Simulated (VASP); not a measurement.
# HgTe (P6_3/mmc) in VASP: single point with PBE

Aim: the single point of HgTe with PBE.

Everything below comes from runs of VASP 6.6.1. Logs are shortened: lines on timing, memory, paths and dates and some standing lists are left out, and cuts for length are marked.

## Step 1: The cell of the first run

Symmetry: P6_3/mmc, No. 194, hexagonal system. Conventional cell: a = 4.234 Å, b = 4.234 Å, c = 7.397 Å, α = 90.00°, β = 90.00°, γ = 120.00°. Within 4.0 Å of Hg (site symmetry -3m) lie 6 Te at 3.06 Å and 2 Hg at 3.70 Å. Within 4.0 Å of Te (site symmetry -6m2) lie 6 Hg at 3.06 Å.

## Step 2: Single point, PBE

INCAR reads:

```
SYSTEM = HgTe
ALGO = Normal ; EDIFF = 1E-6
ENCUT = 520 ; GGA = PE
ISIF = 2 ; ISMEAR = -1
LASPH = .True. ; LCHARG = .False.
LREAL = .False. ; LWAVE = .False.
NBANDS = 26 ; NELM = 100
PREC = Accurate ; SIGMA = 0.02
```

KPOINTS reads:

```
k-points
0
Gamma
  6 6 4
  0 0 0
```

POSCAR reads:

```
HgTe
1.0
    4.2336391942      0.0000000000      0.0000000000
   -2.1168195971      3.6664390926      0.0000000000
    0.0000000000      0.0000000000      7.3965767621
Hg Te
2 2
Direct
    0.0000000000      0.0000000000      0.0000000000
    0.0000000000      0.0000000000      0.5000000000
    0.3333333333      0.6666666667      0.2500000000
    0.6666666667      0.3333333333      0.7500000000
```

Potentials or basis: VASP PAW PBE potentials, release 64 (Hg, Te).

Launch:

```sh
$ cat potpaw_PBE.64/Hg/POTCAR potpaw_PBE.64/Te/POTCAR > POTCAR
$ mpirun -np 1 vasp_std > vasp.out
```

OUTCAR:

```text
SYSTEM = HgTe
   EDIFF = 1E-6
   ENCUT = 520
   GGA = PE
   ISIF = 2
   ISMEAR = -1
   LASPH = .True.
   LREAL = .False.
   NELM = 100
   PREC = Accurate

 ion  position               nearest neighbor table
   1  0.000  0.000  0.000-   3 3.06   4 3.06   3 3.06   4 3.06   4 3.06   3 3.06   2 3.70   2 3.70

   2  0.000  0.000  0.500-   3 3.06   4 3.06   3 3.06   4 3.06   4 3.06   3 3.06   1 3.70   1 3.70

   3  0.333  0.667  0.250-   1 3.06   2 3.06   1 3.06   2 3.06   1 3.06   2 3.06
   4  0.667  0.333  0.750-   1 3.06   2 3.06   1 3.06   2 3.06   1 3.06   2 3.06

  LATTYP: Found a hexagonal cell.
 ALAT       =     4.2336391942
 C/A-ratio  =     1.7470966284

  Lattice vectors:

 A1 = (   4.2336391942,   0.0000000000,   0.0000000000)
 A2 = (  -2.1168195971,   3.6664390926,   0.0000000000)
 A3 = (   0.0000000000,   0.0000000000,   7.3965767621)

Analysis of symmetry for initial positions (statically):
=====================================================================
 Subroutine PRICEL returns:
 Original cell was already a primitive cell.

 Routine SETGRP: Setting up the symmetry group for a
 hexagonal supercell.

 Subroutine GETGRP returns: Found 24 space group operations
 (whereof 12 operations were pure point group operations)
 out of a pool of 24 trial point group operations.

The static configuration has the point symmetry D_3d.
 The point group associated with its full space group is D_6h.

Analysis of symmetry for dynamics (positions and initial velocities):
=====================================================================
 Subroutine PRICEL returns:
 Original cell was already a primitive cell.

 Routine SETGRP: Setting up the symmetry group for a
 hexagonal supercell.

 Subroutine GETGRP returns: Found 24 space group operations
 (whereof 12 operations were pure point group operations)
 out of a pool of 24 trial point group operations.

The dynamic configuration has the point symmetry D_3d.
 The point group associated with its full space group is D_6h.

 Subroutine INISYM returns: Found 24 space group operations
 (whereof 12 operations are pure point group operations),
 and found     1 'primitive' translations

----------------------------------------------------------------------------------------

                                     Primitive cell

  volume of cell :     114.8125

  direct lattice vectors                    reciprocal lattice vectors
     4.233639194  0.000000000  0.000000000     0.236203407  0.136372100  0.000000000
    -2.116819597  3.666439093  0.000000000     0.000000000  0.272744201  0.000000000
     0.000000000  0.000000000  7.396576762     0.000000000  0.000000000  0.135197678

  length of vectors
     4.233639194  4.233639194  7.396576762     0.272744201  0.272744201  0.135197678

  position of ions in fractional coordinates (direct lattice)
     0.000000000  0.000000000  0.000000000
     0.000000000  0.000000000  0.500000000
     0.333333333  0.666666667  0.250000000
     0.666666667  0.333333333  0.750000000

  ion indices of the primitive-cell ions
   primitive index   ion index
                 1           1
                 2           2
                 3           3
                 4           4

----------------------------------------------------------------------------------------

 KPOINTS: k-points

Automatic generation of k-mesh.
 Grid dimensions read from file:
 generate k-points for:    6    6    4

 Generating k-lattice:

  Cartesian coordinates                     Fractional coordinates (reciprocal lattice)
     0.039367234  0.022728683  0.000000000     0.166666667  0.000000000  0.000000000
     0.000000000  0.045457367  0.000000000     0.000000000  0.166666667  0.000000000
     0.000000000  0.000000000  0.033799419     0.000000000  0.000000000  0.250000000

  Length of vectors
     0.045457367  0.045457367  0.033799419

  Shift w.r.t. Gamma in fractional coordinates (k-lattice)
     0.000000000  0.000000000  0.000000000

 Subroutine IBZKPT returns following result:
 ===========================================

 Found     21 irreducible k-points:

 Following reciprocal coordinates:
            Coordinates               Weight
  0.000000  0.000000  0.000000      1.000000
  0.166667  0.000000  0.000000      6.000000
  0.333333  0.000000  0.000000      6.000000
  0.500000  0.000000  0.000000      3.000000
  0.166667  0.166667  0.000000      6.000000
  0.333333  0.166667  0.000000     12.000000
[... 13 lines left out ...]
  0.333333  0.166667  0.500000     12.000000
  0.333333  0.333333  0.500000      2.000000
   k-points           NKPTS =     21   k-points in BZ     NKDIM =     21   number of bands    NBANDS=     26
   number of dos      NEDOS =    301   number of ions     NIONS =      4
   total plane-waves  NPLWV =  57344
   dimension x,y,z NGX =    32 NGY =   32 NGZ =   56
   dimension x,y,z NGXF=    64 NGYF=   64 NGZF=  112
   ions per type =               2   2
   NGX,Y,Z   is equivalent  to a cutoff of  12.57, 12.57, 12.59 a.u.
   NGXF,Y,Z  is equivalent  to a cutoff of  25.13, 25.13, 25.17 a.u.
 SYSTEM =  HgTe
   PREC   = accura    normal or accurate (medium, high low for compatibility)
   ISTART =      0    job   : 0-new  1-cont  2-samecut
   ICHARG =      2    charge: 1-file 2-atom 10-const
   ISPIN  =      1    spin polarized calculation?
   LNONCOLLINEAR =      F non collinear calculations
   LSORBIT =      F    spin-orbit coupling
   LASPH  =      T    aspherical Exc in radial PAW
   ENCUT  =  520.0 eV  38.22 Ry    6.18 a.u.   7.87  7.87 13.75*2*pi/ulx,y,z
   NELM   =    100;   NELMIN=  2; NELMDL= -5     # of ELM steps
   EDIFF  = 0.1E-05   stopping-criterion for ELM
   LREAL  =      F    real-space projection
   EDIFFG = 0.1E-04   stopping-criterion for IOM
   NSW    =      0    number of steps for IOM
   IBRION =     -1    ionic relax: 0-MD 1-quasi-New 2-CG
   NFREE  =      0    steps in history (QN), initial steepest desc. (CG)
   ISIF   =      2    stress and relaxation
   ISYM   =      2    0-nonsym 1-usesym 2-fastsym
   POTIM  = 0.5000    time-step for ionic-motion
   TEBEG  =    0.0;   TEEND  =   0.0 temperature during run
   PSTRESS=    0.0 pullay stress
   NELECT =      36.0000    total number of electrons
   NUPDOWN=      -1.0000    fix difference up-down
   EMIN   =  10.00;   EMAX   =-10.00  energy-range for DOS
   EFERMI =   0.00;   METHOD = LEGACY
   ISMEAR =    -1;   SIGMA  =   0.02  broadening in eV -4-tet -1-fermi 0-gaus
   EFERMI_NEDOS =   21; number of points for ismear=-14 and -15
   IALGO  =     38    algorithm
   IMIX   =      4    mixing-type and parameters
     AMIX     =   0.40;   BMIX     =  1.00
     AMIX_MAG =   1.60;   BMIX_MAG =  1.00
  volume/ion in A,a.u.               =      28.70       193.70
  Fermi-wavevector in a.u.,A,eV,Ry     =   1.112191  2.101736 16.829977  1.236968
  Thomas-Fermi vector in A             =   2.248762
   LORBIT       =      0    0 simple, 1 ext, 2 COOP (PROOUT), +10 PAW based schemes
   GGA     = PE    functional components
   LHFCALC =     F    Hartree Fock is set to
   AEXX    =    0.0000 exact exchange contribution
   IVDW    =     0    specifies the selected vdW correction
   LEPSILON=     F    determine dielectric tensor
   LRPA    =     F    only Hartree local field effects (RPA)
 non-spin polarized calculation
  energy-cutoff  :      520.00
  volume of cell :      114.81
 maximum number of plane-waves:      3126
 NGX is ok and might be reduce to    32
   NGX = 15   NGY = 15   NGZ = 27

 number of electron      36.0000008 magnetization

 Free energy of the ion-electron system (eV)
  ---------------------------------------------------
  ext. energy  EPLUGINS =         0.00000000
  ---------------------------------------------------
  free energy    TOTEN  =        -6.47308169 eV

  energy without entropy =       -6.46824723  energy(sigma->0) =       -6.47066446

 E-fermi :   4.3715     XC(G=0):  -9.8120

 val. band max:        4.2044643139   @ k =   0.0000   0.0000   0.5000
 cond. band min:       4.3886134000   @ k =   0.1667   0.0000   0.2500
 fundamental gap:      0.1841490861
 Fermi energy:         4.3715346600

 k-point     1 :       0.0000    0.0000    0.0000
  band No.  band energies     occupation
      1      -7.7094      2.00000
      2      -6.6486      2.00000
      3      -2.7258      2.00000
      4      -2.6887      2.00000
      5      -2.6887      2.00000
      6      -2.5852      2.00000
[... 18 lines left out ...]
     25      10.5573      0.00000
     26      11.3550      0.00000

 k-point     2 :       0.1667    0.0000    0.0000
  band No.  band energies     occupation
      1      -7.4946      2.00000
      2      -6.6246      2.00000
      3      -2.6747      2.00000
      4      -2.5834      2.00000
      5      -2.5522      2.00000
      6      -2.5103      2.00000
[... 18 lines left out ...]
     25      10.6514      0.00000
     26      10.6711      0.00000

 k-point     3 :       0.3333    0.0000    0.0000
  band No.  band energies     occupation
      1      -6.9766      2.00000
      2      -6.5643      2.00000
      3      -2.6888      2.00000
      4      -2.6693      2.00000
      5      -2.6546      2.00000
      6      -2.4695      2.00000
[... 18 lines left out ...]
     25      11.2421      0.00000
     26      12.1679      0.00000

 k-point     4 :       0.5000    0.0000    0.0000
  band No.  band energies     occupation
      1      -6.6965      2.00000
      2      -6.4668      2.00000
      3      -2.9158      2.00000
      4      -2.7385      2.00000
      5      -2.7102      2.00000
      6      -2.5036      2.00000
[... 18 lines left out ...]
     25      11.0598      0.00000
     26      13.0590      0.00000

 k-point     5 :       0.1667    0.1667    0.0000
  band No.  band energies     occupation
      1      -7.1194      2.00000
      2      -6.5860      2.00000
      3      -2.7274      2.00000
      4      -2.5482      2.00000
      5      -2.5297      2.00000
      6      -2.4057      2.00000
[... 18 lines left out ...]
     25      11.2480      0.00000
     26      11.9796      0.00000

 k-point     6 :       0.3333    0.1667    0.0000
  band No.  band energies     occupation
      1      -6.6687      2.00000
      2      -6.5153      2.00000
      3      -2.8344      2.00000
      4      -2.6405      2.00000
      5      -2.5935      2.00000
      6      -2.4743      2.00000
[... 340 lines left out ...]
 k-point    18 :       0.5000    0.0000    0.5000
  band No.  band energies     occupation
      1      -6.5838      2.00000
      2      -6.5838      2.00000
      3      -2.4883      2.00000
      4      -2.4883      2.00000
      5      -2.4883      2.00000
      6      -2.4883      2.00000
[... 18 lines left out ...]
     25      10.5872      0.00000
     26      10.5872      0.00000

 k-point    19 :       0.1667    0.1667    0.5000
  band No.  band energies     occupation
      1      -6.8629      2.00000
      2      -6.8629      2.00000
      3      -2.6127      2.00000
      4      -2.6127      2.00000
      5      -2.5090      2.00000
      6      -2.5090      2.00000
[... 18 lines left out ...]
     25      11.3053      0.00000
     26      11.3053      0.00000

 k-point    20 :       0.3333    0.1667    0.5000
  band No.  band energies     occupation
      1      -6.5885      2.00000
      2      -6.5885      2.00000
      3      -2.6137      2.00000
      4      -2.6137      2.00000
      5      -2.4424      2.00000
      6      -2.4424      2.00000
[... 18 lines left out ...]
     25      12.3661      0.00000
     26      12.3661      0.00000

 k-point    21 :       0.3333    0.3333    0.5000
  band No.  band energies     occupation
      1      -6.4944      2.00000
      2      -6.4944      2.00000
      3      -2.6926      2.00000
      4      -2.6926      2.00000
      5      -2.3331      2.00000
      6      -2.3331      2.00000
[... 18 lines left out ...]
     25      12.2123      0.00000
     26      12.2123      0.00000

------------------------ aborting loop because EDIFF is reached ----------------------------------------

  FORCE on cell =-STRESS in cart. coord.  units (eV):
  Direction    XX          YY          ZZ          XY          YZ          ZX
  --------------------------------------------------------------------------------------
  -------------------------------------------------------------------------------------
  Total        0.7918049      0.7918049      1.0624647      0.0000000      0.0000000     -0.0000000
  in kB       11.0494254     11.0494254     14.8264105      0.0000000      0.0000000     -0.0000000
  external PRESSURE =      12.3084204 kB  Pullay stress =       0.0000000 kB

 VOLUME and BASIS-vectors are now :
 -----------------------------------------------------------------------------
  energy-cutoff  :      520.00
  volume of cell :      114.81
      direct lattice vectors                 reciprocal lattice vectors
     4.233639194  0.000000000  0.000000000     0.236203407  0.136372100  0.000000000
    -2.116819597  3.666439093  0.000000000     0.000000000  0.272744201  0.000000000
     0.000000000  0.000000000  7.396576762     0.000000000  0.000000000  0.135197678

 POSITION                                       TOTAL-FORCE (eV/Angst)
 -----------------------------------------------------------------------------------
      0.00000      0.00000      0.00000         0.000000     -0.000000      0.000000
      0.00000      0.00000      3.69829         0.000000     -0.000000      0.000000
     -0.00000      2.44429      1.84914         0.000000     -0.000000     -0.000000
      2.11682      1.22215      5.54743        -0.000000      0.000000      0.000000
 -----------------------------------------------------------------------------------
    total drift:                                0.000000     -0.000000      0.000000

  FREE ENERGIE OF THE ION-ELECTRON SYSTEM (eV)
  ---------------------------------------------------
  free  energy   TOTEN  =        -6.4730816853 eV

  energy  without entropy=       -6.4682472260  energy(sigma->0) =       -6.47066446
```

Wall time 41 s (1 thread of Intel Xeon Platinum 8488C (Sapphire Rapids), shared host); peak memory 0.26 GiB.

What came out:

```
Free energy            : -6.4731 eV
Pressure               : 1.2 GPa
Band gap on the k mesh : zero (band 18 reaches 4.66 eV, above the bottom of band 19 at 2.34 eV)
```

Levels at points of the mesh, in eV from the Fermi level:
```csv
k point,band 15,band 16,band 17,band 18,band 19,band 20,band 21,band 22
"(0.00, 0.00, 0.00)",-1.15,-0.65,-0.65,0.29,0.29,2.75,4.46,5.02
"(0.50, 0.00, 0.00)",-3.24,-3.23,-2.10,0.13,0.93,1.77,2.70,4.01
"(0.00, 0.00, 0.50)",-0.17,-0.17,-0.17,-0.17,1.78,1.78,4.91,4.91
"(0.50, 0.00, 0.50)",-1.42,-1.42,-1.17,-1.17,-0.28,-0.28,4.32,4.32
```

Caveat: spin-orbit coupling is left out, which moves the levels of the heavy elements.
